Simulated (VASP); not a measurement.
Write the native input for VASP 6.6.1 that does the following.

```
Task                   : single point
Functional             : PBEsol
Potentials or basis    : VASP PAW PBE potentials, release 64 (Ga_d, N)
Cutoff                 : 600 eV
k mesh                 : 10 × 10 × 10
Occupations            : gaussian, width 0.02 eV
Spin                   : no spin polarisation
Dipole correction      : no
Further INCAR settings : ALGO = Normal; EDIFF = 1e-06; NBANDS = 16
```

The structure of GaN lies in POSCAR:

```
GaN
1.0
    0.0000000000      2.2490575020      2.2490575020
    2.2490575020      0.0000000000      2.2490575020
    2.2490575020      2.2490575020      0.0000000000
Ga N
1 1
Direct
    0.0000000000      0.0000000000      0.0000000000
    0.2500000000      0.2500000000      0.2500000000
```

These files were run (other wordings do the same):

INCAR

```
  ALGO = Normal
  EDIFF = 1E-6
  ENCUT = 600
  GGA = PS
  GGA_COMPAT = False
  ISIF = 2
  ISMEAR = 0
  LASPH = True
  LCHARG = False
  LREAL = False
  LWAVE = False
  NBANDS = 16
  NELM = 120
  PREC = Accurate
  SIGMA = 0.02
```

KPOINTS

```
k-points
0
Gamma
  10 10 10
```

Potentials or basis: VASP PAW PBE potentials, release 64 (Ga_d, N).

Command:

```sh
$ cat potpaw_PBE.64/Ga_d/POTCAR potpaw_PBE.64/N/POTCAR > POTCAR
$ mpirun -np 1 vasp_std > vasp.out
```

It gave:

```yaml
Pressure: -0.4 GPa
Band_gap_on_the_k_mesh: 1.72 eV
```

Caveat: the PAW data sets were made with another functional, which shifts forces and pressure a little.

Wall time 17 s on 1 thread of AMD EPYC 7R13 Processor (Zen 3) (shared host), peak memory 0.14 GiB.
